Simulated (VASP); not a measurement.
# AlN (F-43m) in VASP: further runs, part 2 of 2

VASP 6.6.1. The steps go on from the part before.

## Step 3: Vibrations by perturbation theory, PBEsol

This run uses another cell than the first one, of 10.29 Å³/atom.

Input file INCAR:

```
SYSTEM = AlN
PREC = Accurate ; ENCUT = 520
EDIFF = 1E-8 ; ISMEAR = 0
SIGMA = 0.01 ; LREAL = .False.
LASPH = .True. ; NELM = 60
ALGO = Normal ; ISIF = 2
LWAVE = .False. ; LCHARG = .False.
GGA = PS ; IBRION = 8
NSW = 1
```

Input file KPOINTS:

```
Automatic mesh
0
Gamma
  10 10 10
  0 0 0
```

Input file POSCAR:

```
AlN
1.0
    2.1748401585      2.1748401585      0.0000000000
   -2.1748401585      2.1748401585      0.0000000000
    0.0000000000      2.1748401585      2.1748401585
Al N
1 1
Direct
    0.0000000000      0.0000000000      0.0000000000
    0.2500000000      0.7500000000      0.5000000000
```

Potentials or basis: VASP PAW PBE potentials, release 64 (Al, N).

Started as:

```console
$ cat potpaw_PBE.64/Al/POTCAR potpaw_PBE.64/N/POTCAR > POTCAR
$ mpirun -np 1 vasp_std > vasp.out
```

OUTCAR:

```text
SYSTEM = AlN
   PREC = Accurate
   ENCUT = 520
   EDIFF = 1E-8
   ISMEAR = 0
   LREAL = .False.
   LASPH = .True.
   NELM = 60
   ISIF = 2
   GGA = PS
   IBRION = 8
   NSW = 1

 ion  position               nearest neighbor table
   1  0.000  0.000  0.000-   2 1.88   2 1.88   2 1.88   2 1.88
   2  0.250  0.750  0.500-   1 1.88   1 1.88   1 1.88   1 1.88

  LATTYP: Found a face centered cubic cell.
 ALAT       =     4.3496803170

  Lattice vectors:

 A1 = (   0.0000000000,   2.1748401585,   2.1748401585)
 A2 = (   2.1748401585,   0.0000000000,   2.1748401585)
 A3 = (   2.1748401585,   2.1748401585,   0.0000000000)

Analysis of symmetry for initial positions (statically):
=====================================================================
 Subroutine PRICEL returns:
 Original cell was already a primitive cell.

[... 494 lines left out ...]

 INTERNAL STRAIN TENSOR  FOR ION    2  DIRECTION 1   (eV/Angst):
 -----------------------------------------------------------------------------
     0.02570  0.00000  0.00000
     0.00000 -0.01237-10.05531
     0.00000-10.05531 -0.01237

 INTERNAL STRAIN TENSOR FOR ION    2 for displacements in x,y,z  (eV/Angst):
          X           Y           Z          XY          YZ          ZX
  --------------------------------------------------------------------------------
  x     0.00000     0.00000     0.00000     0.00000   -10.05531     0.00000
  y     0.00000     0.00000     0.00000     0.00000     0.00000   -10.05531
  z     0.00000     0.00000     0.00000   -10.05531     0.00000     0.00000

 SECOND DERIVATIVES (NOT SYMMETRIZED)
 ------------------------------------
               1X          1Y          1Z          2X          2Y          2Z
  1X   -15.217573    0.000000   -0.000000   15.217573   -0.000000    0.000000
  1Y    -0.000000  -15.217573    0.000000    0.000000   15.217573   -0.000000
  1Z    -0.000000    0.000000  -15.217573    0.000000   -0.000000   15.217573
  2X    15.217721    0.000000    0.000000  -15.217721    0.000000    0.000000
  2Y     0.000000   15.217721    0.000000    0.000000  -15.217721    0.000000
  2Z     0.000000    0.000000   15.217721    0.000000    0.000000  -15.217721

 Eigenvectors and eigenvalues of the dynamical matrix
 ----------------------------------------------------

   1 f  =   20.086896 THz   126.209693 2PiTHz  670.026745 cm-1    83.072691 meV
             X         Y         Z           dx          dy          dz
      0.000000  0.000000  0.000000     0.000000    0.584496    0.000000
     -1.087420  3.262260  1.087420     0.000000   -0.811397    0.000000
[... 21 lines left out ...]
   6 f/i=    0.000046 THz     0.000292 2PiTHz    0.001551 cm-1     0.000192 meV
             X         Y         Z           dx          dy          dz
      0.000000  0.000000  0.000000     0.000000   -0.000000    0.811397
     -1.087420  3.262260  1.087420     0.000000    0.000000    0.584496

--------------------------------------------------------------------------------------------------------

 ELASTIC MODULI CONTR FROM IONIC RELAXATION (kBar)
 Direction    XX          YY          ZZ          XY          YZ          ZX
 --------------------------------------------------------------------------------
 XX          -0.0000     -0.0000      0.0000     -0.0000      0.0000      0.0000
 YY          -0.0000     -0.0000      0.0000     -0.0000     -0.0000      0.0000
 ZZ           0.0000      0.0000     -0.0000      0.0000     -0.0000      0.0000
 XY          -0.0000     -0.0000      0.0000   -490.9593      0.0000      0.0000
 YZ           0.0000     -0.0000     -0.0000      0.0000   -490.9593     -0.0000
 ZX           0.0000      0.0000      0.0000      0.0000     -0.0000   -490.9593
 --------------------------------------------------------------------------------
```

OSZICAR:

```text
N       E                     dE             d eps       ncg     rms          rms(c)
DAV:   1     0.899879859306E+01    0.89988E+01   -0.40849E+03   792   0.832E+02
DAV:   2    -0.173512812194E+02   -0.26350E+02   -0.25429E+02   984   0.143E+02
DAV:   3    -0.178622661605E+02   -0.51098E+00   -0.51098E+00   920   0.251E+01
DAV:   4    -0.178637221241E+02   -0.14560E-02   -0.14560E-02  1088   0.126E+00
[... 35 lines left out ...]
RMM:   6    -0.237589380930E+00   -0.25585E-04   -0.24562E-07  4683   0.490E-03    0.104E-03
RMM:   7    -0.237585055327E+00    0.43256E-05    0.27351E-08  4668   0.133E-03    0.715E-05
RMM:   8    -0.237584467253E+00    0.58807E-06   -0.20598E-09  4871   0.159E-04    0.452E-05
RMM:   9    -0.237584444333E+00    0.22920E-07   -0.25228E-09  4868   0.572E-05    0.263E-06
RMM:  10    -0.237584475084E+00   -0.30750E-07    0.31920E-11  5016   0.789E-06    0.146E-06
RMM:  11    -0.237584477079E+00   -0.19958E-08    0.42662E-10  4128   0.453E-06    0.121E-07
 Linear response finished
```

stdout:

```text
POSCAR found type information on POSCAR AlN
 POSCAR found :  2 types and       2 ions
 scaLAPACK will be used
 -----------------------------------------------------------------------------
|                                                                             |
|                                                                             |
|     You enforced a specific xc type in the INCAR file but a different       |
|     I HOPE YOU KNOW WHAT YOU ARE DOING!                                     |
|                                                                             |
 -----------------------------------------------------------------------------

 LDA part: xc-table for (Slater+PW92), standard interpolation
 POSCAR, INCAR and KPOINTS ok, starting setup
 FFT: planning ... GRIDC
 FFT: planning ... GRID_SOFT
 FFT: planning ... GRID
 WAVECAR not read
 entering main loop
 Linear response reoptimize wavefunctions to high precision
 Linear response DOF=           2
 Linear response progress:
 first order change of Fermi-energy   0.11954E+00
 force on displaced ion       1 direction 1 : -15.218  -0.000   0.000
 Linear response progress:
 first order change of Fermi-energy  -0.12042E+00
 force on displaced ion       2 direction 1 : -15.218   0.000  -0.000
 Linear response finished
```

Wall time 50 s (1 thread of Intel Xeon 8259CL, shared host); peak memory 0.2 GiB.

Results:

* Highest phonon frequency at Γ, LO-TO splitting left out: 670 cm⁻¹

Phonon frequencies in cm⁻¹ (negative: imaginary):
```csv
q point,frequencies
"(0.000, 0.000, 0.000)",0 0 0 670 670 670
```

Caveat: the cell stands under pressure or tension, which shifts response properties; the PAW data sets were made with another functional, which shifts forces and pressure a little.

## Step 4: Vibrations by perturbation theory, PBEsol

This run uses another cell than the first one, of 10.48 Å³/atom.

Input file INCAR:

```
PREC = Accurate
ENCUT = 520
EDIFF = 1E-8
ISMEAR = 0
SIGMA = 0.01
LREAL = F
LASPH = T
NELM = 80
ALGO = Normal
ISIF = 2
LWAVE = F
LCHARG = T
GGA = PS
IBRION = 8
NSW = 1
```

Input file KPOINTS:

```
Automatic mesh
0
Gamma
  10 10 10
```

Input file POSCAR:

```
AlN
1.0
    2.1886794804      2.1886794804      0.0000000000
   -2.1886794804      2.1886794804      0.0000000000
    0.0000000000      2.1886794804      2.1886794804
Al N
1 1
Direct
    0.0000000000      0.0000000000      0.0000000000
    0.2500000000      0.7500000000      0.5000000000
```

Potentials or basis: VASP PAW PBE potentials, release 64 (Al, N).

Started as:

```console
$ cat potpaw_PBE.64/Al/POTCAR potpaw_PBE.64/N/POTCAR > POTCAR
$ mpirun -np 1 vasp_std > vasp.out
```

OUTCAR:

```text
PREC = Accurate
   ENCUT = 520
   EDIFF = 1E-8
   ISMEAR = 0
   LREAL = F
   LASPH = T
   NELM = 80
   ISIF = 2
   GGA = PS
   IBRION = 8
   NSW = 1

 ion  position               nearest neighbor table
   1  0.000  0.000  0.000-   2 1.90   2 1.90   2 1.90   2 1.90
   2  0.250  0.750  0.500-   1 1.90   1 1.90   1 1.90   1 1.90

  LATTYP: Found a face centered cubic cell.
 ALAT       =     4.3773589608

  Lattice vectors:

 A1 = (   0.0000000000,   2.1886794804,   2.1886794804)
 A2 = (   2.1886794804,   0.0000000000,   2.1886794804)
[... 517 lines left out ...]
               1X          1Y          1Z          2X          2Y          2Z
  1X   -14.401855   -0.000000    0.000000   14.401855    0.000000   -0.000000
  1Y     0.000000  -14.401855   -0.000000   -0.000000   14.401855    0.000000
  1Z     0.000000   -0.000000  -14.401855   -0.000000    0.000000   14.401855
  2X    14.399980    0.000000    0.000000  -14.399980    0.000000    0.000000
  2Y     0.000000   14.399980    0.000000    0.000000  -14.399980    0.000000
  2Z     0.000000    0.000000   14.399980    0.000000    0.000000  -14.399980

 Eigenvectors and eigenvalues of the dynamical matrix
 ----------------------------------------------------

   1 f  =   19.540216 THz   122.774797 2PiTHz  651.791439 cm-1    80.811803 meV
             X         Y         Z           dx          dy          dz
      0.000000  0.000000  0.000000    -0.563991    0.153562    0.000000
     -1.094340  3.283019  1.094340     0.782877   -0.213160   -0.000000
[... 21 lines left out ...]
   6 f/i=    0.000603 THz     0.003790 2PiTHz    0.020121 cm-1     0.002495 meV
             X         Y         Z           dx          dy          dz
      0.000000  0.000000  0.000000     0.248428    0.344202    0.691478
     -1.094340  3.283019  1.094340     0.178970    0.247966    0.498146

--------------------------------------------------------------------------------------------------------

 ELASTIC MODULI CONTR FROM IONIC RELAXATION (kBar)
 Direction    XX          YY          ZZ          XY          YZ          ZX
 --------------------------------------------------------------------------------
 XX          -0.0000     -0.0000      0.0000      0.0000      0.0000      0.0000
 YY          -0.0000     -0.0000      0.0000     -0.0000      0.0000      0.0000
 ZZ           0.0000      0.0000     -0.0000      0.0000     -0.0000     -0.0000
 XY           0.0000     -0.0000      0.0000   -406.4072     -0.0000      0.0000
 YZ           0.0000      0.0000     -0.0000     -0.0000   -406.4072     -0.0000
 ZX           0.0000      0.0000     -0.0000      0.0000     -0.0000   -406.4072
 --------------------------------------------------------------------------------
```

Wall time 51 s (1 thread of Intel Xeon 8259CL, shared host); peak memory 0.2 GiB.

What came out:

```yaml
Highest_phonon_frequency_at_Γ_LO-TO_splitting_left_out: 652 cm⁻¹
```

Phonon frequencies in cm⁻¹ (negative: imaginary):
```
              q point        frequencies
(0.000, 0.000, 0.000)  0 0 0 652 652 652
```

Caveat: the PAW data sets were made with another functional, which shifts forces and pressure a little.

## Step 5: Vibrations by perturbation theory, PBEsol

This run uses another cell than the first one, of 10.59 Å³/atom.

Input file INCAR:

```
SYSTEM = AlN
PREC = Accurate
ENCUT = 520
EDIFF = 1E-8
ISMEAR = 0
SIGMA = 0.01
LREAL = .FALSE.
LASPH = .TRUE.
NELM = 100
ALGO = Normal
ISIF = 2
LWAVE = .FALSE.
LCHARG = .TRUE.
GGA = PS
IBRION = 8
NSW = 1
```

Input file KPOINTS:

```
Automatic mesh
0
G
  10 10 10
  0 0 0
```

Input file POSCAR:

```
AlN
1.0
    2.1962712287      2.1962712287      0.0000000000
   -2.1962712287      2.1962712287      0.0000000000
    0.0000000000      2.1962712287      2.1962712287
Al N
1 1
Direct
    0.0000000000      0.0000000000      0.0000000000
    0.2500000000      0.7500000000      0.5000000000
```

Potentials or basis: VASP PAW PBE potentials, release 64 (Al, N).

Started as:

```console
$ cat potpaw_PBE.64/Al/POTCAR potpaw_PBE.64/N/POTCAR > POTCAR
$ mpirun -np 1 vasp_std > vasp.out
```

OUTCAR:

```text
SYSTEM = AlN
   PREC = Accurate
   ENCUT = 520
   EDIFF = 1E-8
   ISMEAR = 0
   LREAL = .FALSE.
   LASPH = .TRUE.
   NELM = 100
   ISIF = 2
   GGA = PS
   IBRION = 8
   NSW = 1

 ion  position               nearest neighbor table
   1  0.000  0.000  0.000-   2 1.90   2 1.90   2 1.90   2 1.90
   2  0.250  0.750  0.500-   1 1.90   1 1.90   1 1.90   1 1.90

  LATTYP: Found a face centered cubic cell.
 ALAT       =     4.3925424574

  Lattice vectors:

 A1 = (   0.0000000000,   2.1962712287,   2.1962712287)
 A2 = (   2.1962712287,   0.0000000000,   2.1962712287)
 A3 = (   2.1962712287,   2.1962712287,   0.0000000000)

Analysis of symmetry for initial positions (statically):
=====================================================================
 Subroutine PRICEL returns:
 Original cell was already a primitive cell.

 Routine SETGRP: Setting up the symmetry group for a
 face centered cubic supercell.

 Subroutine GETGRP returns: Found 24 space group operations
 (whereof 24 operations were pure point group operations)
 out of a pool of 48 trial point group operations.

The static configuration has the point symmetry T_d .

Analysis of symmetry for dynamics (positions and initial velocities):
=====================================================================
 Subroutine PRICEL returns:
 Original cell was already a primitive cell.

 Routine SETGRP: Setting up the symmetry group for a
 face centered cubic supercell.

 Subroutine GETGRP returns: Found 24 space group operations
 (whereof 24 operations were pure point group operations)
 out of a pool of 48 trial point group operations.

The dynamic configuration has the point symmetry T_d .

 Subroutine INISYM returns: Found 24 space group operations
 (whereof 24 operations are pure point group operations),
 and found     1 'primitive' translations

----------------------------------------------------------------------------------------

                                     Primitive cell

  volume of cell :      21.1879

  direct lattice vectors                    reciprocal lattice vectors
     2.196271229  2.196271229  0.000000000     0.227658585  0.227658585 -0.227658585
    -2.196271229  2.196271229  0.000000000    -0.227658585  0.227658585 -0.227658585
     0.000000000  2.196271229  2.196271229     0.000000000  0.000000000  0.455317170

  length of vectors
     3.105996558  3.105996558  3.105996558     0.394316236  0.394316236  0.455317170

  position of ions in fractional coordinates (direct lattice)
     0.000000000  0.000000000  0.000000000
     0.250000000  0.750000000  0.500000000

  ion indices of the primitive-cell ions
   primitive index   ion index
                 1           1
                 2           2

[... 129 lines left out ...]
  band No.  band energies     occupation
      1      -9.1402      2.00000
      2       5.7204      2.00000
      3       5.7204      2.00000
      4       5.7204      2.00000
      5       9.7060      0.00000
      6      18.0254      0.00000
      7      18.0254      0.00000
      8      18.0254      0.00000
[... 243 lines left out ...]
 k-point    24 :       0.4000    0.3000    0.0000
  band No.  band energies     occupation
      1      -6.5957      2.00000
      2       1.1772      2.00000
      3       2.3999      2.00000
      4       4.5347      2.00000
      5      11.3712      0.00000
      6      15.6140      0.00000
      7      18.0899      0.00000
      8      19.0278      0.00000

 [... further k-points ...]

------------------------ aborting loop because EDIFF is reached ----------------------------------------

  FORCE on cell =-STRESS in cart. coord.  units (eV):
  Direction    XX          YY          ZZ          XY          YZ          ZX
  --------------------------------------------------------------------------------------
  -------------------------------------------------------------------------------------
  Total       -0.2687334     -0.2687334     -0.2687334      0.0000000      0.0000000      0.0000000
  in kB      -20.3209672    -20.3209672    -20.3209672      0.0000000      0.0000000      0.0000000
  external PRESSURE =     -20.3209672 kB  Pullay stress =       0.0000000 kB

 VOLUME and BASIS-vectors are now :
 -----------------------------------------------------------------------------
  energy-cutoff  :      520.00
  volume of cell :       21.19
      direct lattice vectors                 reciprocal lattice vectors
     2.196271229  2.196271229  0.000000000     0.227658585  0.227658585 -0.227658585
    -2.196271229  2.196271229  0.000000000    -0.227658585  0.227658585 -0.227658585
     0.000000000  2.196271229  2.196271229     0.000000000  0.000000000  0.455317170

 POSITION                                       TOTAL-FORCE (eV/Angst)
 -----------------------------------------------------------------------------------
      0.00000      0.00000      0.00000        -0.000000     -0.000000     -0.000000
     -1.09814      3.29441      1.09814         0.000000      0.000000      0.000000
 -----------------------------------------------------------------------------------
    total drift:                               -0.000000      0.000000      0.000000

  FREE ENERGIE OF THE ION-ELECTRON SYSTEM (eV)
  ---------------------------------------------------
  free  energy   TOTEN  =       -15.6101058704 eV

  energy  without entropy=      -15.6101058704  energy(sigma->0) =      -15.61010587

[... ionic steps 2 to 3 ...]

--------------------------------------- Ionic step        4  -------------------------------------------

------------------------ aborting loop because EDIFF is reached ----------------------------------------

[... ionic steps 5 to 6 ...]

--------------------------------------- Ionic step        7  -------------------------------------------

 Free energy of the ion-electron system (eV)
  ---------------------------------------------------
  ---------------------------------------------------
  free energy    TOTEN  =        -0.23681443 eV

  energy without entropy =       -0.23681443

------------------------ aborting loop because EDIFF is reached ----------------------------------------

 INTERNAL STRAIN TENSOR  FOR ION    2  DIRECTION 1   (eV/Angst):
 -----------------------------------------------------------------------------
     0.02508  0.00000  0.00000
     0.00000 -0.01211 -8.45138
     0.00000 -8.45138 -0.01211

 INTERNAL STRAIN TENSOR FOR ION    2 for displacements in x,y,z  (eV/Angst):
          X           Y           Z          XY          YZ          ZX
  --------------------------------------------------------------------------------
  x     0.00000     0.00000     0.00000     0.00000    -8.45138     0.00000
  y     0.00000     0.00000     0.00000     0.00000     0.00000    -8.45138
  z     0.00000     0.00000     0.00000    -8.45138     0.00000     0.00000

 SECOND DERIVATIVES (NOT SYMMETRIZED)
 ------------------------------------
               1X          1Y          1Z          2X          2Y          2Z
  1X   -13.971790    0.000000   -0.000000   13.971790   -0.000000    0.000000
  1Y    -0.000000  -13.971790    0.000000    0.000000   13.971790   -0.000000
  1Z    -0.000000    0.000000  -13.971790    0.000000   -0.000000   13.971790
  2X    13.968618   -0.000000    0.000000  -13.968618    0.000000   -0.000000
  2Y     0.000000   13.968618   -0.000000   -0.000000  -13.968618    0.000000
  2Z     0.000000   -0.000000   13.968618   -0.000000    0.000000  -13.968618

 Eigenvectors and eigenvalues of the dynamical matrix
 ----------------------------------------------------

   1 f  =   19.245638 THz   120.923912 2PiTHz  641.965394 cm-1    79.593529 meV
             X         Y         Z           dx          dy          dz
      0.000000  0.000000  0.000000    -0.000000    0.584542    0.000000
     -1.098136  3.294407  1.098136     0.000000   -0.811364    0.000000
[... 21 lines left out ...]
   6 f/i=    0.001036 THz     0.006510 2PiTHz    0.034559 cm-1     0.004285 meV
             X         Y         Z           dx          dy          dz
      0.000000  0.000000  0.000000    -0.021667   -0.811074    0.000000
     -1.098136  3.294407  1.098136    -0.015610   -0.584333    0.000000

--------------------------------------------------------------------------------------------------------

 ELASTIC MODULI CONTR FROM IONIC RELAXATION (kBar)
 Direction    XX          YY          ZZ          XY          YZ          ZX
 --------------------------------------------------------------------------------
 XX          -0.0000     -0.0000     -0.0000      0.0000      0.0000      0.0000
 YY          -0.0000     -0.0000     -0.0000     -0.0000     -0.0000      0.0000
 ZZ          -0.0000     -0.0000     -0.0000      0.0000      0.0000      0.0000
 XY           0.0000     -0.0000      0.0000   -364.0242     -0.0000     -0.0000
 YZ           0.0000     -0.0000      0.0000     -0.0000   -364.0242     -0.0000
 ZX           0.0000      0.0000      0.0000     -0.0000     -0.0000   -364.0242
 --------------------------------------------------------------------------------
```

It took 48 s on 1 thread of Intel Xeon 8259CL, shared host; peak memory 0.2 GiB.

Results:

- Highest phonon frequency at Γ, LO-TO splitting left out: 642 cm⁻¹

Phonon frequencies in cm⁻¹ (negative: imaginary):
```tsv
q point	frequencies
(0.000, 0.000, 0.000)	0 0 0 642 642 642
```

Caveat: the cell stands under pressure or tension, which shifts response properties; the PAW data sets were made with another functional, which shifts forces and pressure a little.
